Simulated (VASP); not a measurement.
**Br: single point with PBE**

The system is Br.

```
Br
1.0
     2.61717    0.00000    0.00000
     0.00000    3.40224    0.00000
     0.17753    0.00000    8.87666
Br
2
Direct
  0.00000 0.00000 0.00000
  0.50000 0.50000 0.50000
```

This cell differs from its parent crystal: shear of c along a, cell held: +2.0 %.

```yaml
Program: VASP 6.6.1
Task: single point
Functional: PBE
Potentials_or_basis: VASP PAW PBE potentials, release 64 (Br)
Cutoff: 520 eV
k_mesh: 16 × 12 × 6
Occupations: gaussian, width 0.1 eV
Spin: no spin polarisation
Dipole_correction: no
Further_INCAR_settings: ALGO = Normal; EDIFF = 1e-06; NBANDS = 14
```

```yaml
Pressure: -0.1 GPa
Band_gap_on_the_k_mesh: zero (bands 7 and 8 overlap by 5.28 eV)
```

Stress tensor (GPa, compression positive):
```
-0.81  0.00  0.00
 0.00  0.45  0.00
 0.00  0.00 -0.01
```

Levels at points of the mesh, in eV from the Fermi level:
```csv
k point,band 3,band 4,band 5,band 6,band 7,band 8,band 9,band 10
"(0.00, 0.00, 0.00)",-3.06,-2.42,-1.04,-1.00,3.53,3.55,5.10,7.63
"(0.50, 0.00, 0.00)",-5.78,-5.78,-0.45,-0.45,0.86,0.86,7.94,7.94
"(0.00, 0.50, 0.00)",-3.95,-3.95,-2.17,-2.17,3.77,3.77,7.31,7.31
"(0.50, 0.50, 0.00)",-5.36,-5.36,-1.56,-1.56,-0.02,-0.02,6.74,6.74
"(0.00, 0.00, 0.50)",-2.76,-2.76,-1.02,-1.02,3.54,3.54,6.30,6.30
"(0.50, 0.00, 0.50)",-5.78,-5.78,-0.46,-0.42,0.86,0.86,7.63,7.79
"(0.00, 0.50, 0.50)",-3.96,-3.96,-2.16,-2.16,3.77,3.77,6.74,6.74
"(0.50, 0.50, 0.50)",-5.36,-5.36,-1.56,-1.56,-0.02,-0.02,6.76,6.76
```

Wall time 2.8 min on 1 thread of Intel(R) Xeon(R) Platinum 8559C (Emerald Rapids) (shared host), peak memory 0.42 GiB.

Caveat: the cell differs from its parent crystal (shear of c along a, cell held: +2.0 %); this functional lacks dispersion, which binds layers or chains, so the pressure and a relaxed spacing across them are unreliable.
